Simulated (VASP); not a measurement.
Input of a VASP 6.6.1 run:

File POSCAR:

```
Se
1.0
   -1.4212810276      1.4212810276      1.4212810276
    1.4212810276     -1.4212810276      1.4212810276
    1.4212810276      1.4212810276     -1.4212810276
Se
1
Direct
    0.0000000000      0.0000000000      0.0000000000
```

Contents of INCAR.step1:

```
SYSTEM = Se
PREC = Accurate
ENCUT = 520
ISMEAR = 0
SIGMA = 0.1
LREAL = .False.
LASPH = .True.
NELM = 100
NBANDS = 9
GGA = PE
ALGO = Normal
EDIFF = 1E-4
LWAVE = .True.
LCHARG = .False.
```

INCAR.step2

```
SYSTEM = Se
PREC = Accurate
ENCUT = 520
EDIFF = 1E-6
ISMEAR = 0
SIGMA = 0.1
LREAL = .False.
LASPH = .True.
NELM = 100
ALGO = Normal
ISIF = 2
LWAVE = .False.
LCHARG = .True.
METAGGA = R2SCAN
LMIXTAU = .True.
LUSE_VDW = .True.
IVDW_NL = 2
BPARAM = 11.95
CPARAM = 0.0093
LELF = .True.
LVHAR = .True.
NBANDS = 9
ISTART = 1
```

The input KPOINTS:

```
Automatic mesh
0
Gamma
  20 20 20
  0 0 0
```

Potentials or basis: VASP PAW PBE potentials, release 64 (Se).

Run with:

```bash
$ cat potpaw_PBE.64/Se/POTCAR > POTCAR
$ cp INCAR.step1 INCAR
$ mpirun -np 1 vasp_std > vasp.out
$ cp INCAR.step2 INCAR
$ mpirun -np 1 vasp_std > vasp.out
```

(1) Predict the pressure.

(2) Predict the band gap on the k mesh.

Answers

(1) 150.0 GPa.

(2) zero (band 3 reaches 22.05 eV, above the bottom of band 4 at 6.17 eV).

Caveat: the PAW data sets were made with another functional, which shifts forces and pressure a little.
